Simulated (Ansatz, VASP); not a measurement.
One calculation of FeCu, two programs

File INCAR:

```
PREC     = Accurate       # precision mode
ENCUT    = 820            # plane-wave cutoff, eV
EDIFF    = 1E-6           # SCF threshold, eV
ISMEAR   = -1             # smearing method
SIGMA    = 0.03           # smearing width, eV
LREAL    = False          # projectors in reciprocal space
LASPH    = True           # aspherical terms in the spheres
NELM     = 200            # most SCF steps
ALGO     = Normal         # electronic algorithm
ISIF     = 2              # what is computed and relaxed
LWAVE    = False          # write WAVECAR
LCHARG   = True           # write CHGCAR
ISPIN    = 2              # spin polarisation
MAGMOM   = 3 0            # initial moments
LORBIT   = 11             # projections on sites
LMAXMIX  = 4              # l up to which the mixer works
GGA      = PE             # functional
LELF     = True           # ELF
LVHAR    = True         
NBANDS   = 28             # bands
GGA_COMPAT= False
```

The input KPOINTS:

```
Automatic mesh
0
Gamma
  12 12 7
```

File POSCAR:

```
FeCu
1.0
    1.4618544209     -2.0205288752      0.0000000000
    1.4618544209      2.0205288752      0.0000000000
    0.0000000000      0.0000000000      4.2059853380
Fe Cu
1 1
Direct
    0.0000000000      0.0000000000      0.0000000000
    0.5000000000      0.5000000000      0.5000000000
```

Input for Ansatz:

```yaml
crystal:
  lattice:
    - [1.4618544209, -2.0205288752, 0.0]
    - [1.4618544209, 2.0205288752, 0.0]
    - [0.0, 0.0, 4.205985338]
  atoms:
    - { symbol: Fe, position: [0.0, 0.0, 0.0], spin: 3.0 }
    - { symbol: Cu, position: [0.5, 0.5, 0.5] }
magnetization:
  spin_polarized: true
kpoints:
  mp_grid: { grid: [12, 12, 7] }
scf:
  occupations: { method: fermi_dirac, width: 0.03 }
hamiltonian:
  xc: pbe
  pseudopotentials: { kind: paw }
output:
  forces: true
  stress: true
  eigenvalues: true
  populations: true
```

Change from the starting cell: volume scaled by 1.05, PAW files.

Alike in both runs: task single point; functional PBE; k mesh 12 × 12 × 7; occupations fermi-dirac, width 0.03 eV; collinear spin.

|  | VASP | Ansatz |
| --- | --- | --- |
| version | VASP 6.6.1 | Ansatz 0.2.0 |
| potentials or method | VASP PAW PBE potentials, release 64 (Fe_sv, Cu_sv_GW) | PAW with Ansatz's default frozen-core files, scalar-relativistic |
| plane-wave cutoff (eV) | 820 | 420 |
| valence electrons in the cell | 35 | 35 |

|  | VASP | Ansatz | Ansatz less VASP |
| --- | --- | --- | --- |
| pressure (GPa) | -6.0 | -5.4 | +0.67 |
| traceless stress, the component that is largest in VASP (GPa) | -0.13 | -0.13 | 0.000 |
| net moment per atom (μB) | 1.34 | 1.34 | -0.001 |
| size of the moment on the site where the two differ most (μB) | 2.57 | 2.65 | +0.077 |

Site moments also hang on the region over which each program counts them.
